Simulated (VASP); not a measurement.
# Sb: single point with PBE

Sheet: Sb, a sheet with vacuum.

```
Sb
1.0
     3.23056    0.00000    0.00000
     0.00000    3.10980    0.00000
     0.00000    0.00000   31.36000
Sb
2
Cartesian
  0.0000 0.0000 7.7265
  1.6153 0.0000 10.2735
```

| Item | Value |
| --- | --- |
| Program | VASP 6.6.1 |
| Task | single point |
| Functional | PBE |
| Potentials or basis | VASP PAW PBE potentials, release 64 (Sb) |
| Cutoff | 400 eV |
| k mesh | 8 × 9 × 1 |
| Occupations | fermi-dirac, width 0.05 eV |
| Spin | no spin polarisation |
| Dipole correction | no |
| Further INCAR settings | ALGO = Normal; EDIFF = 1e-06; NBANDS = 12; NELMDL = -8 |

* Largest force: 0.071 eV/Å
* Band gap on the k mesh: zero (band 5 reaches 0.13 eV, above the bottom of band 6 at -4.36 eV)

Forces in eV/Å, atoms in the order of the input:
```
Sb   0.000  0.000 -0.071
Sb   0.000  0.000  0.071
```

Levels at points of the mesh, in eV from the Fermi level:
```
           k point  band 1  band 2  band 3  band 4  band 5  band 6  band 7  band 8  band 9  band 10
(0.00, 0.00, 0.00)  -12.52   -9.96   -3.98    0.54    1.89    3.15    3.35    3.81    3.91     4.28
(0.50, 0.00, 0.00)   -9.40   -9.40   -4.75   -4.75   -0.20   -0.20    5.28    5.28    5.75     5.75
```

Wall time 87 s on 1 thread of AMD EPYC 7R13 Processor (Zen 3), with other jobs on the host, peak memory 0.27 GiB.

Caveat: spin-orbit coupling is left out, which moves the levels of the heavy elements.
